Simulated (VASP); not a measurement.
# In (P6/mmm) in VASP: notebook

The runs below take In through relaxation of cell and atoms, with PBE.

Everything below comes from runs of VASP 6.6.1. Logs are shortened: lines on timing, memory, paths and dates and some standing lists are left out, and cuts for length are marked.

## (1) The cell of the first run

It takes space group P6/mmm (No. 191, hexagonal). The conventional cell has a = 3.013 Å, b = 3.013 Å, c = 2.832 Å, α = 90.00°, β = 90.00°, γ = 120.00°. In (site symmetry 6/mmm) has 8 In at 2.83 to 3.01 Å within 3.7 Å.

This isn't the form of In at room conditions, which is tetragonal.

## (2) Relaxation of cell and atoms, PBE, target pressure 16 GPa, at which the enthalpy is minimised

INCAR reads:

```
PREC = Accurate
ENCUT = 500
EDIFF = 1E-7
ISMEAR = -1
SIGMA = 0.08
LREAL = F
LASPH = T
NELM = 120
ALGO = Normal
ISIF = 3
LWAVE = F
LCHARG = F
GGA = PE
IBRION = 2
NSW = 60
EDIFFG = -0.005
PSTRESS = 160.0
GGA_COMPAT = F
NELMIN = 4
```

KPOINTS reads:

```
Automatic mesh
0
Gamma
  15 15 14
```

POSCAR reads:

```
In
1.0
    3.0132149448      0.0000000000      0.0000000000
   -1.5066074724      2.6095206892      0.0000000000
    0.0000000000      0.0000000000      2.8324220481
In
1
Direct
    0.0000000000      0.0000000000      0.0000000000
```

Potentials or basis: VASP PAW PBE potentials, release 64 (In_d).

Launch:

```bash
$ cat potpaw_PBE.64/In_d/POTCAR > POTCAR
$ mpirun -np 1 vasp_std > vasp.out
```

OUTCAR:

```text
PREC = Accurate
   ENCUT = 500
   EDIFF = 1E-7
   ISMEAR = -1
   LREAL = F
   LASPH = T
   NELM = 120
   ISIF = 3
   GGA = PE
   IBRION = 2
   NSW = 60
   EDIFFG = -0.005
   PSTRESS = 160.0
   NELMIN = 4

 ion  position               nearest neighbor table
   1  0.000  0.000  0.000-

  LATTYP: Found a hexagonal cell.
 ALAT       =     3.0132149448
 C/A-ratio  =     0.9400000000

  Lattice vectors:

 A1 = (   3.0132149448,   0.0000000000,   0.0000000000)
 A2 = (  -1.5066074724,   2.6095206892,   0.0000000000)
 A3 = (   0.0000000000,   0.0000000000,   2.8324220481)

Analysis of symmetry for initial positions (statically):
=====================================================================
 Subroutine PRICEL returns:
 Original cell was already a primitive cell.

 Routine SETGRP: Setting up the symmetry group for a
 hexagonal supercell.

 Subroutine GETGRP returns: Found 24 space group operations
 (whereof 24 operations were pure point group operations)
 out of a pool of 24 trial point group operations.

The static configuration has the point symmetry D_6h.

Analysis of symmetry for dynamics (positions and initial velocities):
=====================================================================
 Subroutine PRICEL returns:
 Original cell was already a primitive cell.

 Routine SETGRP: Setting up the symmetry group for a
 hexagonal supercell.

 Subroutine GETGRP returns: Found 24 space group operations
 (whereof 24 operations were pure point group operations)
 out of a pool of 24 trial point group operations.

The dynamic configuration has the point symmetry D_6h.

 Subroutine INISYM returns: Found 24 space group operations
 (whereof 24 operations are pure point group operations),
 and found     1 'primitive' translations

----------------------------------------------------------------------------------------

                                     Primitive cell

  volume of cell :      22.2715

  direct lattice vectors                    reciprocal lattice vectors
     3.013214945  0.000000000  0.000000000     0.331871446  0.191606069  0.000000000
    -1.506607472  2.609520689  0.000000000     0.000000000  0.383212137  0.000000000
     0.000000000  0.000000000  2.832422048     0.000000000  0.000000000  0.353054729

  length of vectors
     3.013214945  3.013214945  2.832422048     0.383212137  0.383212137  0.353054729

[... 93 lines left out ...]
   ISMEAR =    -1;   SIGMA  =   0.08  broadening in eV -4-tet -1-fermi 0-gaus
   EFERMI_NEDOS =   21; number of points for ismear=-14 and -15
   IALGO  =     38    algorithm
   IMIX   =      4    mixing-type and parameters
     AMIX     =   0.40;   BMIX     =  1.00
     AMIX_MAG =   1.60;   BMIX_MAG =  1.00
  volume/ion in A,a.u.               =      22.27       150.30
  Fermi-wavevector in a.u.,A,eV,Ry     =   1.368169  2.585464 25.468552  1.871886
  Thomas-Fermi vector in A             =   2.494157
   LORBIT       =      0    0 simple, 1 ext, 2 COOP (PROOUT), +10 PAW based schemes
   GGA     = PE    functional components
   LHFCALC =     F    Hartree Fock is set to
   AEXX    =    0.0000 exact exchange contribution
   IVDW    =     0    specifies the selected vdW correction
   LEPSILON=     F    determine dielectric tensor
   LRPA    =     F    only Hartree local field effects (RPA)
 conjugate gradient relaxation of ions
 non-spin polarized calculation
  energy-cutoff  :      500.00
  volume of cell :       22.27
 maximum number of plane-waves:       599
 NGX is ok and might be reduce to    24

--------------------------------------- Ionic step        1  -------------------------------------------

 number of electron      12.9999997 magnetization

 Free energy of the ion-electron system (eV)
  ---------------------------------------------------
  ext. energy  EPLUGINS =         0.00000000
  ---------------------------------------------------
  free energy    TOTEN  =        -2.28970067 eV

  energy without entropy =       -2.27960497  energy(sigma->0) =       -2.28465282

------------------------ aborting loop because EDIFF is reached ----------------------------------------

  FORCE on cell =-STRESS in cart. coord.  units (eV):
  Direction    XX          YY          ZZ          XY          YZ          ZX
  --------------------------------------------------------------------------------------
  -------------------------------------------------------------------------------------
  Total        2.0128155      2.0128155      2.2765269     -0.0000000      0.0000000      0.0000000
  in kB      144.7990515    144.7990515    163.7700745     -0.0000000      0.0000000      0.0000000
  external PRESSURE =      -8.8772742 kB  Pullay stress =     160.0000000 kB
[... 135 lines left out ...]
--------------------------------------- Ionic step        5  -------------------------------------------

 number of electron      13.0000000 magnetization

 Free energy of the ion-electron system (eV)
  ---------------------------------------------------
  ext. energy  EPLUGINS =         0.00000000
  ---------------------------------------------------
  free energy    TOTEN  =        -2.27213619 eV

  energy without entropy =       -2.26223301  energy(sigma->0) =       -2.26718460

 E-fermi :   9.5013     XC(G=0): -11.0456

 val. band max:        9.4862681782   @ k =   0.4667   0.0667   0.5000
 cond. band min:       9.5469871044   @ k =   0.2667   0.2000   0.0000
 fundamental gap:      0.0607189262
 Fermi energy:         9.5013029420

 k-point     1 :       0.0000    0.0000    0.0000
  band No.  band energies     occupation
      1      -6.0228      2.00000
      2      -5.4418      2.00000
      3      -5.4418      2.00000
      4      -4.8365      2.00000
      5      -4.8365      2.00000
      6      -1.2875      2.00000
      7      17.5941      0.00000
      8      20.8835      0.00000
      9      20.8835      0.00000
     10      21.5349      0.00000
[... 287 lines left out ...]
 k-point    24 :       0.4000    0.2000    0.0000
  band No.  band energies     occupation
      1      -5.7420      2.00000
      2      -5.4552      2.00000
      3      -5.1047      2.00000
      4      -4.9927      2.00000
      5      -4.9733      2.00000
      6       5.5531      2.00000
      7       6.2571      2.00000
      8      10.9991      0.00000
      9      23.8645      0.00000
     10      23.9858      0.00000

 [... further k-points ...]

------------------------ aborting loop because EDIFF is reached ----------------------------------------

  FORCE on cell =-STRESS in cart. coord.  units (eV):
  Direction    XX          YY          ZZ          XY          YZ          ZX
  --------------------------------------------------------------------------------------
  -------------------------------------------------------------------------------------
  Total        2.2019432      2.2019432      2.2057197      0.0000000      0.0000000      0.0000000
  in kB      159.7584864    159.7584864    160.0324869      0.0000000      0.0000000      0.0000000
  external PRESSURE =      -0.1501801 kB  Pullay stress =     160.0000000 kB
[... 20 lines left out ...]
  energy  without entropy=       -2.2622330121  energy(sigma->0) =       -2.26718460

  enthalpy is  TOTEN    =        -0.0668642373 eV   P V=        2.2052719508

 reached required accuracy - stopping structural energy minimisation
```

OSZICAR:

```text
N       E                     dE             d eps       ncg     rms          rms(c)
DAV:   1     0.703404564576E+02    0.70340E+02   -0.65161E+03  4334   0.170E+03
[... 39 lines left out ...]
DAV:   1    -0.227248791184E+01    0.21811E-02   -0.89942E-03  4922   0.186E+00    0.104E-01
DAV:   2    -0.227220315137E+01    0.28476E-03   -0.53635E-04  4990   0.537E-01    0.450E-02
DAV:   3    -0.227213685857E+01    0.66293E-04   -0.15007E-04  6112   0.276E-01    0.158E-02
DAV:   4    -0.227213566182E+01    0.11967E-05   -0.94937E-06  4960   0.514E-02    0.655E-03
DAV:   5    -0.227213602671E+01   -0.36488E-06   -0.75299E-07  6268   0.106E-02    0.407E-03
DAV:   6    -0.227213615604E+01   -0.12934E-06   -0.30744E-08  2468   0.202E-03    0.807E-04
DAV:   7    -0.227213618810E+01   -0.32059E-07   -0.11335E-08  2298   0.237E-03
   5 F= -.66864237E-01 E0= -.61912649E-01  d E =-.509418E-04
```

It took 2.6 min on 1 thread of Intel Xeon 8259CL, shared host; peak memory 0.18 GiB.

Results:

* Free energy: -2.2721 eV
* Relaxed volume: 22.08 Å³/atom
* Relaxed cell: a = 2.996 Å, b = 2.996 Å, c = 2.841 Å, α = 90.00°, β = 90.00°, γ = 120.00°
* Space group after relaxing (to 0.1 Å): P6/mmm (No. 191)
* Energy change on relaxing (the run minimises the enthalpy): +17.6 meV/atom
* Ionic steps: 5
* Pressure after relaxing: 16.0 GPa
* Band gap on the k mesh: zero (an odd number of electrons rules out a gap without spin polarisation)

Step by step:
```csv
step,energy change (eV),largest force (eV/Å),pressure (GPa),volume (Å³)
1,0.0000,0.0000,15.11,22.27
2,0.0391,0.0000,17.00,21.87
3,0.0211,0.0000,16.18,22.05
4,0.0150,0.0000,15.87,22.11
5,0.0176,0.0000,15.98,22.08
```

Final structure:
```
In
1.0
     2.99582    0.00000    0.00000
    -1.49791    2.59446    0.00000
     0.00000    0.00000    2.84112
In
1
Cartesian
  -1.4979 2.5945 0.0000
```

Levels at points of the mesh, in eV from the Fermi level:
```tsv
k point	band 4	band 5	band 6	band 7	band 8	band 9	band 10
(0.00, 0.00, 0.00)	-14.34	-14.34	-10.79	8.09	11.38	11.38	12.03
(0.00, 0.00, 0.50)	-14.67	-14.67	-5.97	-4.62	14.78	15.43	16.35
```

Caveat: the cell is relaxed towards a set pressure, so the run minimises the enthalpy, not the energy; spin-orbit coupling is left out, which moves the levels of the heavy elements.

## (3) Relaxation of cell and atoms, PBE, target pressure 16 GPa, at which the enthalpy is minimised

This run uses another cell than the first one: it holds 3 atoms, not 1.

INCAR reads:

```
SYSTEM = In
PREC     = Accurate       ! precision mode
ENCUT    = 500            ! plane-wave cutoff, eV
EDIFF    = 1E-7           ! SCF threshold, eV
ISMEAR   = -1             ! smearing method
SIGMA    = 0.08           ! smearing width, eV
LREAL    = .False.        ! projectors in reciprocal space
LASPH    = .True.         ! aspherical terms in the spheres
NELM     = 120            ! most SCF steps
ALGO     = Normal         ! electronic algorithm
ISIF     = 3              ! what is computed and relaxed
LWAVE    = .False.        ! write WAVECAR
LCHARG   = .False.        ! write CHGCAR
GGA      = PE             ! functional
IBRION   = 2              ! ionic algorithm
NSW      = 60             ! ionic steps
EDIFFG   = -0.005         ! ionic threshold
PSTRESS  = 160.0        
GGA_COMPAT= .False.      
NELMIN   = 4
```

KPOINTS reads:

```
regular mesh
0
Gamma
  7 7 10
  0 0 0
```

POSCAR reads:

```
In
1.0
    4.9525286997      0.0000000000      0.0000000000
   -2.4762643498      4.2890156669      0.0000000000
    0.0000000000      0.0000000000      3.0705677938
In
3
Direct
    0.0000000000      0.0000000000      0.0000000000
    0.3333333333      0.6666666667      0.5000000000
    0.6666666667      0.3333333333      0.5000000000
```

Potentials or basis: VASP PAW PBE potentials, release 64 (In_d).

Launch:

```bash
$ cat potpaw_PBE.64/In_d/POTCAR > POTCAR
$ mpirun -np 1 vasp_std > vasp.out
```

Wall time 4.5 min (1 thread of Intel Xeon 8259CL, shared host); peak memory 0.21 GiB.

It converged, with:

| Quantity | Value |
| --- | --- |
| Free energy | -6.9529 eV |
| Relaxed volume | 21.81 Å³/atom |
| Relaxed cell | a = 4.988 Å, b = 4.988 Å, c = 3.036 Å, α = 90.00°, β = 90.00°, γ = 120.00° |
| Space group after relaxing (to 0.1 Å) | P6/mmm (No. 191) |
| Energy change on relaxing (the run minimises the enthalpy) | -9.1 meV/atom |
| Ionic steps | 5 |
| Pressure after relaxing | 16.0 GPa |
| Band gap on the k mesh | zero (an odd number of electrons rules out a gap without spin polarisation) |

The path:
```csv
step,energy change (eV),largest force (eV/Å),pressure (GPa),volume (Å³)
1,0.0000,0.0000,16.46,65.22
2,-0.0645,0.0000,15.38,65.81
3,-0.0577,0.0000,15.50,65.74
4,-0.0043,0.0000,16.35,65.20
5,-0.0273,0.0000,15.99,65.43
```

Final structure:
```
In
1.0
     4.98813    0.00000    0.00000
    -2.49406    4.31985    0.00000
     0.00000    0.00000    3.03632
In
3
Direct
  0.00000 0.00000 0.00000
  0.33333 0.66667 0.50000
  0.66667 0.33333 0.50000
```

Levels at points of the mesh, in eV from the Fermi level:
| k point | band 16 | band 17 | band 18 | band 19 | band 20 | band 21 | band 22 | band 23 |
| --- | --- | --- | --- | --- | --- | --- | --- | --- |
| (0.00, 0.00, 0.00) | -11.00 | -2.58 | -2.35 | -1.49 | -1.49 | -1.41 | -1.41 | 5.43 |
| (0.00, 0.00, 0.50) | -6.66 | -5.90 | 1.21 | 1.21 | 1.27 | 1.30 | 1.99 | 2.26 |

Caveat: the cell is relaxed towards a set pressure, so the run minimises the enthalpy, not the energy; spin-orbit coupling is left out, which moves the levels of the heavy elements.

(Continued in part 2 of 2.)
